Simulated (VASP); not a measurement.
A run of VASP 6.6.1 is set up as follows.

INCAR

```
  PREC = Accurate
  ENCUT = 750
  EDIFF = 1E-7
  ISMEAR = -1
  SIGMA = 0.05
  LREAL = False
  LASPH = True
  NELM = 120
  ALGO = Normal
  ISIF = 3
  LWAVE = False
  LCHARG = False
  GGA = RE
  IVDW = 12
  IBRION = 2
  NSW = 80
  EDIFFG = -0.005
  GGA_COMPAT = False
  NELMIN = 4
```

KPOINTS

```
Automatic mesh
0
Gamma
  9 9 9
```

POSCAR

```
LiCl
1.0
    0.0000000000      2.5647700000      2.5647700000
    2.5647700000      0.0000000000      2.5647700000
    2.5647700000      2.5647700000      0.0000000000
Cl Li
1 1
Direct
    0.5000000000      0.5000000000      0.5000000000
    0.0000000000      0.0000000000      0.0000000000
```

Potentials or basis: VASP PAW PBE potentials, release 64 (Cl, Li_sv).

Launch:

```console
$ cat potpaw_PBE.64/Cl/POTCAR potpaw_PBE.64/Li_sv/POTCAR > POTCAR
$ mpirun -np 1 vasp_std > vasp.out
```

Task: Predict the relaxed volume.

Result: 15.62 Å³/atom.

Task: Estimate the band gap on the k mesh.

Result: 6.99 eV.

Task: What does it give for the dispersion energy per atom?

Result: -0.485 eV.

Task: Estimate the space group after relaxing (to 0.1 Å).

Result: Fm-3m (No. 225).

The path:
```
step  energy change (eV)  largest force (eV/Å)  pressure (GPa)  volume (Å³)
   1              0.0000                0.0000           -2.52        33.74
   2             -0.0157                0.0000           -1.37        32.46
   3             -0.0210                0.0000           -0.11        31.33
   4             -0.0211                0.0000            0.01        31.24
```

Caveat: the PAW data sets were made with another functional, which shifts forces and pressure a little; an odd mesh through Γ misses points on the zone boundary, where band edges can lie. As with any semilocal functional, this revPBE gap is likely too small.
